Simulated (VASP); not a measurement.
# AgBr (Fm-3m) in VASP: further runs

The runs below take AgBr through single point, with PBE.

Everything below comes from runs of VASP 6.6.1. Logs are shortened: lines on timing, memory, paths and dates and some standing lists are left out, and cuts for length are marked.

**1. The cell of the first run**

Symmetry: Fm-3m, No. 225, cubic system. Conventional cell: a = 5.885 Å, b = 5.885 Å, c = 5.885 Å, α = 90.00°, β = 90.00°, γ = 90.00°. Ag (site symmetry m-3m) has 6 Br at 2.94 Å within 3.9 Å. Within 3.9 Å of Br (site symmetry m-3m) lie 6 Ag at 2.94 Å.

**2. Single point, PBE (volume scaled by 1.06)**

File INCAR:

```
PREC = Accurate
ENCUT = 500
EDIFF = 1E-6
ISMEAR = -1
SIGMA = 0.03
LREAL = False
LASPH = True
NELM = 120
ALGO = Normal
ISIF = 2
LWAVE = False
LCHARG = False
GGA = PE
NBANDS = 16
GGA_COMPAT = False
```

File KPOINTS:

```
regular mesh
0
Gamma
  7 7 7
```

File POSCAR:

```
AgBr
1.0
    0.0000000000      2.9426535862      2.9426535862
    2.9426535862      0.0000000000      2.9426535862
    2.9426535862      2.9426535862      0.0000000000
Ag Br
1 1
Direct
    0.5000000000      0.5000000000      0.5000000000
    0.0000000000      0.0000000000      0.0000000000
```

Potentials or basis: VASP PAW PBE potentials, release 64 (Ag, Br).

Started as:

```console
cat potpaw_PBE.64/Ag/POTCAR potpaw_PBE.64/Br/POTCAR > POTCAR
mpirun -np 1 vasp_std > vasp.out
```

OUTCAR:

```text
PREC = Accurate
   ENCUT = 500
   EDIFF = 1E-6
   ISMEAR = -1
   LREAL = False
   LASPH = True
   NELM = 120
   ISIF = 2
   GGA = PE

 ion  position               nearest neighbor table
   1  0.500  0.500  0.500-   2 2.94   2 2.94   2 2.94   2 2.94   2 2.94   2 2.94
   2  0.000  0.000  0.000-   1 2.94   1 2.94   1 2.94   1 2.94   1 2.94   1 2.94

  LATTYP: Found a face centered cubic cell.
 ALAT       =     5.8853071724

  Lattice vectors:

 A1 = (   0.0000000000,   2.9426535862,   2.9426535862)
 A2 = (   2.9426535862,   0.0000000000,   2.9426535862)
 A3 = (   2.9426535862,   2.9426535862,   0.0000000000)

Analysis of symmetry for initial positions (statically):
=====================================================================
 Subroutine PRICEL returns:
 Original cell was already a primitive cell.

 Routine SETGRP: Setting up the symmetry group for a
 face centered cubic supercell.

 Subroutine GETGRP returns: Found 48 space group operations
 (whereof 48 operations were pure point group operations)
 out of a pool of 48 trial point group operations.

The static configuration has the point symmetry O_h .

Analysis of symmetry for dynamics (positions and initial velocities):
=====================================================================
 Subroutine PRICEL returns:
 Original cell was already a primitive cell.

 Routine SETGRP: Setting up the symmetry group for a
 face centered cubic supercell.

 Subroutine GETGRP returns: Found 48 space group operations
 (whereof 48 operations were pure point group operations)
 out of a pool of 48 trial point group operations.

The dynamic configuration has the point symmetry O_h .

 Subroutine INISYM returns: Found 48 space group operations
 (whereof 48 operations are pure point group operations),
 and found     1 'primitive' translations

----------------------------------------------------------------------------------------

                                     Primitive cell

  volume of cell :      50.9621

  direct lattice vectors                    reciprocal lattice vectors
     0.000000000  2.942653586  2.942653586    -0.169914666  0.169914666  0.169914666
     2.942653586  0.000000000  2.942653586     0.169914666 -0.169914666  0.169914666
     2.942653586  2.942653586  0.000000000     0.169914666  0.169914666 -0.169914666

  length of vectors
     4.161540611  4.161540611  4.161540611     0.294300834  0.294300834  0.294300834

  position of ions in fractional coordinates (direct lattice)
     0.500000000  0.500000000  0.500000000
     0.000000000  0.000000000  0.000000000

  ion indices of the primitive-cell ions
   primitive index   ion index
                 1           1
                 2           2

----------------------------------------------------------------------------------------

 KPOINTS: regular mesh

Automatic generation of k-mesh.
 Grid dimensions read from file:
 generate k-points for:    7    7    7

 Generating k-lattice:

  Cartesian coordinates                     Fractional coordinates (reciprocal lattice)
    -0.024273524  0.024273524  0.024273524     0.142857143  0.000000000  0.000000000
     0.024273524 -0.024273524  0.024273524     0.000000000  0.142857143  0.000000000
     0.024273524  0.024273524 -0.024273524     0.000000000  0.000000000  0.142857143

  Length of vectors
     0.042042976  0.042042976  0.042042976

  Shift w.r.t. Gamma in fractional coordinates (k-lattice)
     0.000000000  0.000000000  0.000000000

 Subroutine IBZKPT returns following result:
 ===========================================

 Found     20 irreducible k-points:

 Following reciprocal coordinates:
            Coordinates               Weight
  0.000000  0.000000  0.000000      1.000000
  0.142857  0.000000  0.000000      8.000000
  0.285714  0.000000  0.000000      8.000000
  0.428571  0.000000  0.000000      8.000000
  0.142857  0.142857  0.000000      6.000000
  0.285714  0.142857  0.000000     24.000000
[... 12 lines left out ...]
 -0.428571  0.428571  0.142857     24.000000
 -0.285714  0.428571  0.142857     24.000000
   k-points           NKPTS =     20   k-points in BZ     NKDIM =     20   number of bands    NBANDS=     16
   number of dos      NEDOS =    301   number of ions     NIONS =      2
   total plane-waves  NPLWV =  27000
   dimension x,y,z NGX =    30 NGY =   30 NGZ =   30
   dimension x,y,z NGXF=    60 NGYF=   60 NGZF=   60
   ions per type =               1   1
   NGX,Y,Z   is equivalent  to a cutoff of  11.98, 11.98, 11.98 a.u.
   NGXF,Y,Z  is equivalent  to a cutoff of  23.97, 23.97, 23.97 a.u.
 SYSTEM =  unknown system
   PREC   = accura    normal or accurate (medium, high low for compatibility)
   ISTART =      0    job   : 0-new  1-cont  2-samecut
   ICHARG =      2    charge: 1-file 2-atom 10-const
   ISPIN  =      1    spin polarized calculation?
   LNONCOLLINEAR =      F non collinear calculations
   LSORBIT =      F    spin-orbit coupling
[... 111 lines left out ...]
      5       0.1937      2.00000
      6       0.2599      2.00000
[... 8 lines left out ...]
     15      15.6176      0.00000
     16      15.6176      0.00000

 k-point     6 :       0.2857    0.1429    0.0000
  band No.  band energies     occupation
      1     -11.6867      2.00000
      2      -1.1503      2.00000
      3      -0.3647      2.00000
      4      -0.3112      2.00000
      5       0.2676      2.00000
      6       0.3972      2.00000
[... 8 lines left out ...]
     15      15.3904      0.00000
     16      15.4276      0.00000

 k-point     7 :       0.4286    0.1429    0.0000
  band No.  band energies     occupation
      1     -11.5576      2.00000
      2      -1.5811      2.00000
      3      -0.8745      2.00000
      4      -0.7429      2.00000
      5       0.3856      2.00000
      6       0.4912      2.00000
[... 8 lines left out ...]
     15      15.8275      0.00000
     16      16.1435      0.00000

 k-point     8 :      -0.4286    0.1429    0.0000
  band No.  band energies     occupation
      1     -11.5145      2.00000
      2      -1.7523      2.00000
      3      -0.9426      2.00000
      4      -0.9177      2.00000
      5       0.4692      2.00000
      6       0.4846      2.00000
[... 8 lines left out ...]
     15      15.3870      0.00000
     16      15.8680      0.00000

 k-point     9 :      -0.2857    0.1429    0.0000
  band No.  band energies     occupation
      1     -11.5940      2.00000
      2      -1.4804      2.00000
      3      -0.8846      2.00000
      4      -0.5770      2.00000
      5       0.3993      2.00000
      6       0.4524      2.00000
[... 8 lines left out ...]
     15      15.1271      0.00000
     16      16.1596      0.00000
[... 96 lines left out ...]
 k-point    15 :       0.4286    0.4286    0.0000
  band No.  band energies     occupation
      1     -11.5114      2.00000
      2      -1.1257      2.00000
      3       0.0251      2.00000
      4       0.1915      2.00000
      5       0.1915      2.00000
      6       0.3619      2.00000
[... 8 lines left out ...]
     15      17.3717      0.00000
     16      17.7399      0.00000

 k-point    16 :      -0.4286    0.4286    0.0000
  band No.  band energies     occupation
      1     -11.4877      2.00000
      2      -0.9685      2.00000
      3      -0.4485      2.00000
      4      -0.2999      2.00000
      5       0.2755      2.00000
      6       0.5609      2.00000
[... 8 lines left out ...]
     15      16.6660      0.00000
     16      17.7239      0.00000

 k-point    17 :       0.4286    0.2857    0.1429
  band No.  band energies     occupation
      1     -11.5875      2.00000
      2      -1.3883      2.00000
      3      -0.7073      2.00000
      4      -0.3415      2.00000
      5       0.3508      2.00000
      6       0.4615      2.00000
[... 8 lines left out ...]
     15      16.5438      0.00000
     16      16.9649      0.00000

 k-point    18 :      -0.4286    0.2857    0.1429
  band No.  band energies     occupation
      1     -11.5053      2.00000
      2      -1.4415      2.00000
      3      -0.8898      2.00000
      4      -0.7088      2.00000
      5       0.4261      2.00000
      6       0.5001      2.00000
[... 8 lines left out ...]
     15      15.5434      0.00000
     16      16.9435      0.00000

 k-point    19 :      -0.4286    0.4286    0.1429
  band No.  band energies     occupation
      1     -11.4933      2.00000
      2      -1.0927      2.00000
      3      -0.6879      2.00000
      4      -0.4062      2.00000
      5       0.4603      2.00000
      6       0.5201      2.00000
[... 8 lines left out ...]
     15      16.3537      0.00000
     16      17.6910      0.00000

 k-point    20 :      -0.2857    0.4286    0.1429
  band No.  band energies     occupation
      1     -11.4766      2.00000
      2      -1.0832      2.00000
      3      -0.7908      2.00000
      4      -0.7235      2.00000
      5       0.4544      2.00000
      6       0.5379      2.00000
[... 8 lines left out ...]
     15      15.3638      0.00000
     16      17.7311      0.00000

------------------------ aborting loop because EDIFF is reached ----------------------------------------

  FORCE on cell =-STRESS in cart. coord.  units (eV):
  Direction    XX          YY          ZZ          XY          YZ          ZX
  --------------------------------------------------------------------------------------
  -------------------------------------------------------------------------------------
  Total       -0.2725002     -0.2725002     -0.2725002      0.0000000      0.0000000     -0.0000000
  in kB       -8.5670253     -8.5670253     -8.5670253      0.0000000      0.0000000     -0.0000000
  external PRESSURE =      -8.5670253 kB  Pullay stress =       0.0000000 kB

 VOLUME and BASIS-vectors are now :
 -----------------------------------------------------------------------------
  energy-cutoff  :      500.00
  volume of cell :       50.96
      direct lattice vectors                 reciprocal lattice vectors
     0.000000000  2.942653586  2.942653586    -0.169914666  0.169914666  0.169914666
     2.942653586  0.000000000  2.942653586     0.169914666 -0.169914666  0.169914666
     2.942653586  2.942653586  0.000000000     0.169914666  0.169914666 -0.169914666

 POSITION                                       TOTAL-FORCE (eV/Angst)
 -----------------------------------------------------------------------------------
      2.94265      2.94265      2.94265         0.000000     -0.000000     -0.000000
      0.00000      0.00000      0.00000        -0.000000      0.000000      0.000000
 -----------------------------------------------------------------------------------
    total drift:                                0.000000      0.000000      0.000000

  FREE ENERGIE OF THE ION-ELECTRON SYSTEM (eV)
  ---------------------------------------------------
  free  energy   TOTEN  =        -4.9969217205 eV

  energy  without entropy=       -4.9969216329  energy(sigma->0) =       -4.99692168
```

Run time: 13 s. Hardware: 1 thread of Intel Xeon Platinum 8488C (Sapphire Rapids), shared host; peak memory 0.17 GiB.

Results:

```
Free energy            : -4.9969 eV
Pressure               : -0.9 GPa
Band gap on the k mesh : 0.76 eV, indirect (least direct gap 2.37 eV)
```

Levels at points of the mesh, in eV from the valence-band top:
```
           k point  band 6  band 7  band 8  band 9  band 10  band 11  band 12  band 13
(0.00, 0.00, 0.00)   -2.44   -1.61   -1.61   -1.61     0.76    10.00    10.00    10.00
```

**3. Single point, PBE (volume scaled by 0.94)**

File INCAR:

```
SYSTEM = AgBr
ALGO = Normal
EDIFF = 1E-6
ENCUT = 500
GGA = PE
GGA_COMPAT = .False.
ISIF = 2
ISMEAR = -1
LASPH = .True.
LCHARG = .False.
LREAL = .False.
LWAVE = .False.
NBANDS = 16
NELM = 120
PREC = Accurate
SIGMA = 0.03
```

File KPOINTS:

```
k-points
0
Gamma
  7 7 7
  0 0 0
```

File POSCAR:

```
AgBr
1.0
    0.0000000000      2.8271344891      2.8271344891
    2.8271344891      0.0000000000      2.8271344891
    2.8271344891      2.8271344891      0.0000000000
Ag Br
1 1
Direct
    0.5000000000      0.5000000000      0.5000000000
    0.0000000000      0.0000000000      0.0000000000
```

Potentials or basis: VASP PAW PBE potentials, release 64 (Ag, Br).

Started as:

```console
cat potpaw_PBE.64/Ag/POTCAR potpaw_PBE.64/Br/POTCAR > POTCAR
mpirun -np 1 vasp_std > vasp.out
```

It took 16 s on 1 thread of Intel Xeon 6975P-C, shared host; peak memory 0.17 GiB.

The run converged. Its results:

- Free energy: -4.9367 eV
- Pressure: 4.9 GPa
- Band gap on the k mesh: 0.75 eV, indirect (least direct gap 2.77 eV)

Levels at points of the mesh, in eV from the valence-band top:
```tsv
k point	band 6	band 7	band 8	band 9	band 10	band 11	band 12	band 13
(0.00, 0.00, 0.00)	-2.92	-2.02	-2.02	-2.02	0.75	9.98	9.98	9.98
```

 A k mesh can miss the band edges.

**4. Single point, PBE (volume scaled by 0.98)**

File INCAR:

```
ALGO = Normal
EDIFF = 1E-6
ENCUT = 500
GGA = PE
GGA_COMPAT = F
ISIF = 2
ISMEAR = -1
LASPH = T
LCHARG = F
LREAL = F
LWAVE = F
NBANDS = 16
NELM = 120
PREC = Accurate
SIGMA = 0.03
```

File KPOINTS:

```
k-points
0
Gamma
  7 7 7
```

File POSCAR:

```
AgBr
1.0
    0.0000000000      2.8666799533      2.8666799533
    2.8666799533      0.0000000000      2.8666799533
    2.8666799533      2.8666799533      0.0000000000
Ag Br
1 1
Direct
    0.5000000000      0.5000000000      0.5000000000
    0.0000000000      0.0000000000      0.0000000000
```

Started as:

```console
cat potpaw_PBE.64/Ag/POTCAR potpaw_PBE.64/Br/POTCAR > POTCAR
mpirun -np 1 vasp_std > vasp.out
```

Run time: 17 s. Hardware: 1 thread of Intel Xeon 6975P-C, shared host; peak memory 0.17 GiB.

The run converged. Its results:

- Free energy: -4.9804 eV
- Pressure: 2.5 GPa
- Band gap on the k mesh: 0.74 eV, indirect (least direct gap 2.62 eV)

Levels at points of the mesh, in eV from the valence-band top:
```tsv
k point	band 7	band 8	band 9	band 10	band 11	band 12
(0.00, 0.00, 0.00)	-1.87	-1.87	-1.87	0.74	9.98	9.98
```

 A k mesh can miss the band edges.

**5. Single point, PBE (volume scaled by 0.96)**

File INCAR:

```
SYSTEM = AgBr
  ALGO = Normal
  EDIFF = 1E-6
  ENCUT = 500
  GGA = PE
  GGA_COMPAT = .False.
  ISIF = 2
  ISMEAR = -1
  LASPH = .True.
  LCHARG = .True.
  LELF = .True.
  LREAL = .False.
  LVHAR = .True.
  LWAVE = .False.
  NBANDS = 16
  NELM = 120
  PREC = Accurate
  SIGMA = 0.03
```

File KPOINTS:

```
k-points
0
Gamma
  7 7 7
  0 0 0
```

File POSCAR:

```
AgBr
1.0
    0.0000000000      2.8470445428      2.8470445428
    2.8470445428      0.0000000000      2.8470445428
    2.8470445428      2.8470445428      0.0000000000
Ag Br
1 1
Direct
    0.5000000000      0.5000000000      0.5000000000
    0.0000000000      0.0000000000      0.0000000000
```

Started as:

```console
cat potpaw_PBE.64/Ag/POTCAR potpaw_PBE.64/Br/POTCAR > POTCAR
mpirun -np 1 vasp_std > vasp.out
```

Wall time 16 s (1 thread of Intel Xeon 6975P-C, shared host); peak memory 0.17 GiB.

Results (log left out):

```yaml
Free_energy: -4.9621 eV
Pressure: 3.6 GPa
Band_gap_on_the_k_mesh: 0.74 eV, indirect (least direct gap 2.69 eV)
```

Levels at points of the mesh, in eV from the valence-band top:
| k point | band 5 | band 6 | band 7 | band 8 | band 9 | band 10 | band 11 | band 12 | band 13 | band 14 |
| --- | --- | --- | --- | --- | --- | --- | --- | --- | --- | --- |
| (0.00, 0.00, 0.00) | -2.83 | -2.83 | -1.95 | -1.95 | -1.95 | 0.74 | 9.98 | 9.98 | 9.98 | 11.16 |

 A k mesh can miss the band edges.

**6. Single point, PBE (volume scaled by 0.99)**

File INCAR:

```
SYSTEM = AgBr
ALGO     = Normal         ! electronic algorithm
EDIFF    = 1E-6           ! SCF threshold, eV
ENCUT    = 500            ! plane-wave cutoff, eV
GGA      = PE             ! functional
GGA_COMPAT= .FALSE.      
ISIF     = 2              ! what is computed and relaxed
ISMEAR   = -1             ! smearing method
LASPH    = .TRUE.         ! aspherical terms in the spheres
LCHARG   = .FALSE.        ! write CHGCAR
LREAL    = .FALSE.        ! projectors in reciprocal space
LWAVE    = .FALSE.        ! write WAVECAR
NBANDS   = 16             ! bands
NELM     = 120            ! most SCF steps
PREC     = Accurate       ! precision mode
SIGMA    = 0.03           ! smearing width, eV
```

File KPOINTS:

```
k-points
0
G
  7 7 7
  0 0 0
```

File POSCAR:

```
AgBr
1.0
    0.0000000000      2.8763975868      2.8763975868
    2.8763975868      0.0000000000      2.8763975868
    2.8763975868      2.8763975868      0.0000000000
Ag Br
1 1
Direct
    0.5000000000      0.5000000000      0.5000000000
    0.0000000000      0.0000000000      0.0000000000
```

Potentials or basis: VASP PAW PBE potentials, release 64 (Ag, Br).

Started as:

```console
cat potpaw_PBE.64/Ag/POTCAR potpaw_PBE.64/Br/POTCAR > POTCAR
mpirun -np 1 vasp_std > vasp.out
```

It took 18 s on 1 thread of Intel Xeon 6975P-C, shared host; peak memory 0.17 GiB.

It converged, with:

* Free energy: -4.9871 eV
* Pressure: 2.0 GPa
* Band gap on the k mesh: 0.74 eV, indirect (least direct gap 2.58 eV)

Levels at points of the mesh, in eV from the valence-band top:
```csv
k point,band 6,band 7,band 8,band 9,band 10,band 11,band 12,band 13
"(0.00, 0.00, 0.00)",-2.70,-1.84,-1.84,-1.84,0.74,9.99,9.99,9.99
```

**7. Summary**

| cell | gap on the mesh (eV) | pressure (GPa) |
| --- | --- | --- |
| a = 4.162 Å, angles 60.0°, 2 atoms | 0.76 | -0.9 |
| a = 3.998 Å, angles 60.0°, 2 atoms | 0.75 | 4.9 |
| a = 4.054 Å, angles 60.0°, 2 atoms | 0.74 | 2.5 |
| a = 4.026 Å, angles 60.0°, 2 atoms | 0.74 | 3.6 |
| a = 4.068 Å, angles 60.0°, 2 atoms | 0.74 | 2.0 |

Alike in all rows: task single point; level PBE; potentials or basis VASP PAW PBE potentials, release 64 (Ag, Br); no spin polarisation; k mesh 7 × 7 × 7; cutoff (eV) 500; smearing fermi-dirac 0.03 eV.

Total energies depend on the potentials used, so only differences within one code and one set of settings carry meaning.
